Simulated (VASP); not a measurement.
Set up this calculation in VASP 6.6.1, as the native input.

```
Task                   : single point
Functional             : LDA
Potentials or basis    : VASP PAW PBE potentials, release 64 (Lu)
Cutoff                 : 520 eV
k mesh                 : 3 × 3 × 2
Occupations            : fermi-dirac, width 0.1 eV
Spin                   : no spin polarisation
Dipole correction      : no
Further INCAR settings : ALGO = Normal; EDIFF = 1e-07; NBANDS = 32
```

The structure of Lu lies in POSCAR:

```
Lu
1.0
    3.3823924653      0.0000000000      0.0000000000
   -1.6911962327      2.9292378005      0.0000000000
    0.0000000000      0.0000000000      5.2524129119
Lu
2
Direct
    0.3333333333      0.6666666667      0.2500000000
    0.6666666667      0.3333333333      0.7500000000
```

These files were run (other wordings do the same):

INCAR

```
SYSTEM = Lu
  ALGO = Normal
  EDIFF = 1E-7
  ENCUT = 520
  GGA = CA
  ISIF = 2
  ISMEAR = -1
  LASPH = .TRUE.
  LCHARG = .FALSE.
  LREAL = .FALSE.
  LWAVE = .FALSE.
  NBANDS = 32
  NELM = 60
  PREC = Accurate
  SIGMA = 0.1
```

KPOINTS

```
k-points
0
G
  3 3 2
  0 0 0
```

Potentials or basis: VASP PAW PBE potentials, release 64 (Lu).

Run with:

```sh
$ cat potpaw_PBE.64/Lu/POTCAR > POTCAR
$ mpirun -np 1 vasp_std > vasp.out
```

Results of the run:

The pressure is -0.7 GPa and the band gap on the k mesh is zero (bands 25 and 26 overlap by 1.84 eV).

Caveat: the k points lie up to 0.71 Å⁻¹ apart, too coarse for converged energies and pressures of a metal; the PAW data sets were made with another functional, which shifts forces and pressure a little; spin-orbit coupling is left out, which moves the levels of the heavy elements.

It took 17 s on 1 thread of Intel(R) Xeon(R) Platinum 8488C (Sapphire Rapids) (shared host), peak memory 0.15 GiB.
